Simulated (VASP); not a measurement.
# Ge (P-1) in VASP: single point with PBEsol+D3(BJ)

Aim: the single point of Ge with PBEsol+D3(BJ).

Program: VASP 6.6.1. These are calculated values, not measurements. Logs are shortened: lines on timing, memory, paths and dates and some standing lists are left out, and cuts for length are marked.

## (1) The cell of the first run

The typed cell holds 1 atom: a = 2.921 Å, b = 2.983 Å, c = 2.699 Å, α = 88.07°, β = 90.59°, γ = 123.51°.

## (2) Single point, PBEsol+D3(BJ)

The input, INCAR:

```
ALGO = Normal
EDIFF = 1E-6
ENCUT = 500
GGA = PS
GGA_COMPAT = F
ISIF = 2
ISMEAR = -1
IVDW = 12
LASPH = T
LCHARG = F
LREAL = F
LWAVE = F
NBANDS = 13
NELM = 120
PREC = Accurate
SIGMA = 0.1
```

The input, KPOINTS:

```
k-points
0
Gamma
  14 14 13
```

The input, POSCAR:

```
Ge
1.0
    1.3646425500     -2.5830516375     -0.0150420875
    1.4296554500      2.6179803625      0.0499708125
    0.0337278875      0.0337278875      2.6982310000
Ge
1
Direct
    0.5000000000      0.5000000000      0.0000000000
```

Potentials or basis: VASP PAW PBE potentials, release 64 (Ge_d).

Started as:

```
$ cat potpaw_PBE.64/Ge_d/POTCAR > POTCAR
$ mpirun -np 1 vasp_std > vasp.out
```

OUTCAR:

```text
EDIFF = 1E-6
   ENCUT = 500
   GGA = PS
   ISIF = 2
   ISMEAR = -1
   IVDW = 12
   LASPH = T
   LREAL = F
   NELM = 120
   PREC = Accurate
 IVDW          = 12

 ion  position               nearest neighbor table
   1  0.500  0.500  0.000-

  LATTYP: Found a triclinic cell.
 ALAT       =     2.9833258230
 B/A-ratio  =     0.9792457496
 C/A-ratio  =     0.9045785562
 COS(alpha) =     0.0103605729
 COS(beta)  =     0.0337041799
 COS(gamma) =     0.5521373438

  Lattice vectors:

 A1 = (   1.4296554500,   2.6179803625,   0.0499708125)
 A2 = (  -1.3646425500,   2.5830516375,   0.0150420875)
 A3 = (   0.0337278875,   0.0337278875,   2.6982310000)

Analysis of symmetry for initial positions (statically):
=====================================================================
 Subroutine PRICEL returns:
 Original cell was already a primitive cell.

 Routine SETGRP: Setting up the symmetry group for a
 triclinic supercell.

 Subroutine GETGRP returns: Found  2 space group operations
 (whereof  2 operations were pure point group operations)
 out of a pool of  2 trial point group operations.

The static configuration has the point symmetry S_2 .

Analysis of symmetry for dynamics (positions and initial velocities):
=====================================================================
 Subroutine PRICEL returns:
 Original cell was already a primitive cell.

 Routine SETGRP: Setting up the symmetry group for a
 triclinic supercell.

 Subroutine GETGRP returns: Found  2 space group operations
 (whereof  2 operations were pure point group operations)
 out of a pool of  2 trial point group operations.

The dynamic configuration has the point symmetry S_2 .

 Subroutine INISYM returns: Found  2 space group operations
 (whereof  2 operations are pure point group operations),
 and found     1 'primitive' translations

----------------------------------------------------------------------------------------

                                     Primitive cell

  volume of cell :      19.5979

  direct lattice vectors                    reciprocal lattice vectors
     1.364642550 -2.583051638 -0.015042088     0.360356556 -0.196748427 -0.002045102
     1.429655450  2.617980362  0.049970813     0.355607695  0.187909363 -0.006793963
     0.033727887  0.033727887  2.698231000    -0.004576884 -0.004576884  0.370727613

  length of vectors
     2.921409132  2.983325823  2.698652566     0.410573957  0.402259766  0.370784113

  position of ions in fractional coordinates (direct lattice)
     0.500000000  0.500000000  0.000000000

  ion indices of the primitive-cell ions
   primitive index   ion index
                 1           1

----------------------------------------------------------------------------------------

 KPOINTS: k-points

Automatic generation of k-mesh.
 Grid dimensions read from file:
 generate k-points for:   14   14   13

 Generating k-lattice:

  Cartesian coordinates                     Fractional coordinates (reciprocal lattice)
     0.025739754 -0.014053459 -0.000146079     0.071428571 -0.000000000 -0.000000000
     0.025400550  0.013422097 -0.000485283     0.000000000  0.071428571  0.000000000
    -0.000352068 -0.000352068  0.028517509     0.000000000  0.000000000  0.076923077

  Length of vectors
     0.029326711  0.028732840  0.028521855

  Shift w.r.t. Gamma in fractional coordinates (k-lattice)
     0.000000000  0.000000000  0.000000000

 Subroutine IBZKPT returns following result:
 ===========================================

 Found   1276 irreducible k-points:

 Following reciprocal coordinates:
            Coordinates               Weight
  0.000000  0.000000  0.000000      1.000000
  0.071429 -0.000000  0.000000      2.000000
  0.142857 -0.000000  0.000000      2.000000
  0.214286  0.000000  0.000000      2.000000
  0.285714 -0.000000  0.000000      2.000000
  0.357143  0.000000  0.000000      2.000000
[... 16 lines left out ...]
 -0.000000  0.142857  0.000000      2.000000
  0.071429  0.142857  0.000000      2.000000
 [... further k-points ...]
   k-points           NKPTS =   1276   k-points in BZ     NKDIM =   1276   number of bands    NBANDS=     13
   number of dos      NEDOS =    301   number of ions     NIONS =      1
   total plane-waves  NPLWV =  11520
   dimension x,y,z NGX =    24 NGY =   24 NGZ =   20
   dimension x,y,z NGXF=    48 NGYF=   48 NGZF=   40
   ions per type =               1
   NGX,Y,Z   is equivalent  to a cutoff of  13.66, 13.37, 12.32 a.u.
   NGXF,Y,Z  is equivalent  to a cutoff of  27.31, 26.75, 24.64 a.u.
 SYSTEM =  unknown system
   PREC   = accura    normal or accurate (medium, high low for compatibility)
   ISTART =      0    job   : 0-new  1-cont  2-samecut
   ICHARG =      2    charge: 1-file 2-atom 10-const
   ISPIN  =      1    spin polarized calculation?
   LNONCOLLINEAR =      F non collinear calculations
   LSORBIT =      F    spin-orbit coupling
   LASPH  =      T    aspherical Exc in radial PAW
   ENCUT  =  500.0 eV  36.75 Ry    6.06 a.u.   5.33  5.44  4.92*2*pi/ulx,y,z
   NELM   =    120;   NELMIN=  2; NELMDL= -5     # of ELM steps
   EDIFF  = 0.1E-05   stopping-criterion for ELM
   LREAL  =      F    real-space projection
   EDIFFG = 0.1E-04   stopping-criterion for IOM
   NSW    =      0    number of steps for IOM
   IBRION =     -1    ionic relax: 0-MD 1-quasi-New 2-CG
   NFREE  =      0    steps in history (QN), initial steepest desc. (CG)
   ISIF   =      2    stress and relaxation
   ISYM   =      2    0-nonsym 1-usesym 2-fastsym
   POTIM  = 0.5000    time-step for ionic-motion
   TEBEG  =    0.0;   TEEND  =   0.0 temperature during run
   PSTRESS=    0.0 pullay stress
   NELECT =      14.0000    total number of electrons
   NUPDOWN=      -1.0000    fix difference up-down
   EMIN   =  10.00;   EMAX   =-10.00  energy-range for DOS
   EFERMI =   0.00;   METHOD = LEGACY
   ISMEAR =    -1;   SIGMA  =   0.10  broadening in eV -4-tet -1-fermi 0-gaus
   EFERMI_NEDOS =   21; number of points for ismear=-14 and -15
   IALGO  =     38    algorithm
   IMIX   =      4    mixing-type and parameters
     AMIX     =   0.40;   BMIX     =  1.00
     AMIX_MAG =   1.60;   BMIX_MAG =  1.00
  volume/ion in A,a.u.               =      19.60       132.25
  Fermi-wavevector in a.u.,A,eV,Ry     =   1.463461  2.765539 29.139827  2.141717
  Thomas-Fermi vector in A             =   2.579553
   LORBIT       =      0    0 simple, 1 ext, 2 COOP (PROOUT), +10 PAW based schemes
   GGA     = PS    functional components
   LHFCALC =     F    Hartree Fock is set to
   AEXX    =    0.0000 exact exchange contribution
   IVDW    =    12    specifies the selected vdW correction
   LEPSILON=     F    determine dielectric tensor
   LRPA    =     F    only Hartree local field effects (RPA)
 non-spin polarized calculation
  energy-cutoff  :      500.00
  volume of cell :       19.60
 maximum number of plane-waves:       510
 NGX is ok and might be reduce to    24
   NGX = 11   NGY = 11   NGZ =  9

 number of electron      13.9999995 magnetization

 Free energy of the ion-electron system (eV)
  ---------------------------------------------------
  ext. energy  EPLUGINS =         0.00000000
  ---------------------------------------------------
  free energy    TOTEN  =        -4.73495715 eV

  energy without entropy =       -4.71979156  energy(sigma->0) =       -4.72737436

 E-fermi :   6.0988     XC(G=0): -11.1900

 val. band max:        6.0984422767   @ k =   0.3571  -0.0714   0.2308
 cond. band min:       6.0991295866   @ k =   0.2857   0.2143   0.1538
 fundamental gap:      0.0006873099
 Fermi energy:         6.0988302758

 k-point     1 :       0.0000    0.0000    0.0000
  band No.  band energies     occupation
      1     -18.5828      2.00000
      2     -18.5198      2.00000
      3     -18.4662      2.00000
      4     -18.3684      2.00000
      5     -18.3491      2.00000
      6      -6.7933      2.00000
      7      12.7268      0.00000
      8      13.2251      0.00000
      9      14.7063      0.00000
     10      16.2721      0.00000
     11      18.5587      0.00000
     12      20.5562      0.00000
     13      21.4857      0.00000

 k-point     2 :       0.0714   -0.0000    0.0000
  band No.  band energies     occupation
      1     -18.5791      2.00000
      2     -18.5133      2.00000
      3     -18.4677      2.00000
      4     -18.3691      2.00000
      5     -18.3518      2.00000
      6      -6.6666      2.00000
      7      12.6903      0.00000
      8      12.8814      0.00000
      9      13.6038      0.00000
     10      16.6370      0.00000
     11      18.5160      0.00000
     12      19.6648      0.00000
     13      21.5370      0.00000

 k-point     3 :       0.1429   -0.0000    0.0000
  band No.  band energies     occupation
      1     -18.5695      2.00000
      2     -18.4965      2.00000
      3     -18.4697      2.00000
      4     -18.3713      2.00000
      5     -18.3591      2.00000
      6      -6.2867      2.00000
      7      11.0564      0.00000
      8      12.0980      0.00000
      9      13.2358      0.00000
     10      16.5658      0.00000
     11      17.5604      0.00000
     12      20.9157      0.00000
     13      23.3440      0.00000
[... 305 lines left out ...]
 k-point    23 :      -0.0000    0.1429    0.0000
  band No.  band energies     occupation
      1     -18.5705      2.00000
      2     -18.5045      2.00000
      3     -18.4631      2.00000
      4     -18.3723      2.00000
      5     -18.3570      2.00000
      6      -6.3085      2.00000
      7      10.6741      0.00000
      8      12.4430      0.00000
      9      13.1977      0.00000
     10      16.6961      0.00000
     11      17.8447      0.00000
     12      20.7869      0.00000
     13      23.9594      0.00000

 k-point    24 :       0.0714    0.1429    0.0000
  band No.  band energies     occupation
      1     -18.5628      2.00000
      2     -18.4888      2.00000
      3     -18.4622      2.00000
      4     -18.3742      2.00000
      5     -18.3649      2.00000
      6      -5.9058      2.00000
      7       9.2137      0.00000
      8      11.8151      0.00000
      9      13.5766      0.00000
     10      16.5974      0.00000
     11      17.7478      0.00000
     12      19.8964      0.00000
     13      26.8279      0.00000

 [... further k-points ...]

------------------------ aborting loop because EDIFF is reached ----------------------------------------

 Edisp (eV)   -0.31375

 E8    (eV) :    -0.2092

  FORCE on cell =-STRESS in cart. coord.  units (eV):
  Direction    XX          YY          ZZ          XY          YZ          ZX
  --------------------------------------------------------------------------------------
  -------------------------------------------------------------------------------------
  Total      -0.67719    -0.91137    -0.93687     0.00284    -0.11780    -0.13166
  in kB     -55.36181   -74.50715   -76.59154     0.23216    -9.63007   -10.76336
  external pressure =      -68.82 kB  Pullay stress =        0.00 kB

 VOLUME and BASIS-vectors are now :
 -----------------------------------------------------------------------------
  energy-cutoff  :      500.00
  volume of cell :       19.60
      direct lattice vectors                 reciprocal lattice vectors
     1.364642550 -2.583051638 -0.015042088     0.360356556 -0.196748427 -0.002045102
     1.429655450  2.617980362  0.049970813     0.355607695  0.187909363 -0.006793963
     0.033727887  0.033727887  2.698231000    -0.004576884 -0.004576884  0.370727613

 POSITION                                       TOTAL-FORCE (eV/Angst)
 -----------------------------------------------------------------------------------
      1.39715      0.01746      0.01746        -0.000000     -0.000000      0.000000
 -----------------------------------------------------------------------------------
    total drift:                               -0.000000     -0.000000     -0.000000

  FREE ENERGIE OF THE ION-ELECTRON SYSTEM (eV)
  ---------------------------------------------------
  free  energy   TOTEN  =        -5.0487095354 eV

  energy  without entropy=       -5.0335439408  energy(sigma->0) =       -5.04112674
```

Run time: 1.7 min. Hardware: 1 thread of Intel Xeon Platinum 8488C (Sapphire Rapids), shared host; peak memory 0.38 GiB.

Results:

* Free energy: -5.0487 eV
* Pressure: -6.9 GPa
* Band gap on the k mesh: zero (bands 7 and 8 overlap by 9.35 eV)
* Dispersion energy per atom: -0.314 eV

Stress tensor (GPa, compression positive):
```
-5.54  0.02 -1.08
 0.02 -7.45 -0.96
-1.08 -0.96 -7.66
```

Caveat: three body term missing; the cell stands under tension; the PAW data sets were made with another functional, which shifts forces and pressure a little.
